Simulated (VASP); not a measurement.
**MnO: single point with PBE+D3(BJ)**

MnO:

```
Mn O
1.0
     3.37170    0.00000    0.00000
    -1.68585    2.91998    0.00000
     0.00000    0.00000    5.38550
Mn O
2 2
Direct
  0.33333 0.66667 0.01096
  0.66667 0.33333 0.51096
  0.33333 0.66667 0.37547
  0.66667 0.33333 0.87547
```

- Program: VASP 6.6.1
- Task: single point
- Functional: PBE
- Dispersion: D3(BJ)
- Potentials or basis: VASP PAW PBE potentials, release 64 (Mn_pv, O)
- Cutoff: 600 eV
- k mesh: 6 × 6 × 4
- Occupations: gaussian, width 0.1 eV
- Spin: collinear spin, ferromagnetic start
- Starting moments: [4.22, 4.22, 0.25, 0.25] μB

* Pressure: 3.3 GPa
* Largest force: 0.650 eV/Å
* Band gap on the k mesh: zero (filled and empty bands overlap)
* Net moment: 9.99 μB per cell
* Site moments: Mn +4.41; O +0.20 μB
* Valence electrons inside the program's atomic spheres: Mn 11.43; O 5.02
* Dispersion energy per atom: -0.256 eV

Forces in eV/Å, atoms in the order of the input:
```
Mn   0.000  0.000 -0.650
Mn   0.000  0.000 -0.650
O    0.000  0.000  0.650
O    0.000  0.000  0.650
```

Stress tensor (GPa, compression positive):
```
0.49 0.00 0.00
0.00 0.49 0.00
0.00 0.00 8.80
```

Levels at points of the mesh, in eV from the Fermi level:
Spin up:
| k point | band 21 | band 22 | band 23 | band 24 | band 25 | band 26 | band 27 | band 28 |
| --- | --- | --- | --- | --- | --- | --- | --- | --- |
| (0.00, 0.00, 0.00) | -1.07 | -1.07 | -0.01 | -0.01 | 0.06 | 3.74 | 5.59 | 11.57 |
| (0.50, 0.00, 0.00) | -2.09 | -1.90 | -0.86 | -0.73 | 3.91 | 4.29 | 5.83 | 7.61 |
| (0.00, 0.00, 0.50) | -0.56 | -0.56 | -0.56 | -0.56 | 1.23 | 1.23 | 8.44 | 8.44 |
| (0.50, 0.00, 0.50) | -1.32 | -1.32 | -1.23 | -1.23 | 3.89 | 3.89 | 6.15 | 6.15 |
Spin down:
```
           k point  band 10  band 11  band 12  band 13  band 14  band 15  band 16  band 17  band 18  band 19
(0.00, 0.00, 0.00)    -5.10    -4.94    -4.94    -4.73    -4.73    -0.07     0.96     0.96     1.10     1.73
(0.50, 0.00, 0.00)    -5.95    -5.35    -4.92    -4.84    -4.66     0.42     0.46     1.24     1.51     1.56
(0.00, 0.00, 0.50)    -5.98    -4.85    -4.85    -4.85    -4.85     1.43     1.43     1.43     1.43     1.47
(0.50, 0.00, 0.50)    -6.39    -4.94    -4.94    -4.76    -4.76     0.92     0.92     1.52     1.52     1.70
```

Run time: 100 s on 1 thread of Intel Xeon 6975P-C (shared host), peak memory 0.26 GiB.

Caveat: semilocal functionals often make such compounds metallic where correlation or magnetic order opens a gap, which also shifts bond lengths; only a ferromagnetic start was run, and an antiferromagnetic order may lie lower in energy; pairwise dispersion overbinds metals, which lowers pressure and volume. With open d or f shells a metallic result of PBE can be an artefact of self-interaction; +U or a hybrid may open a gap.
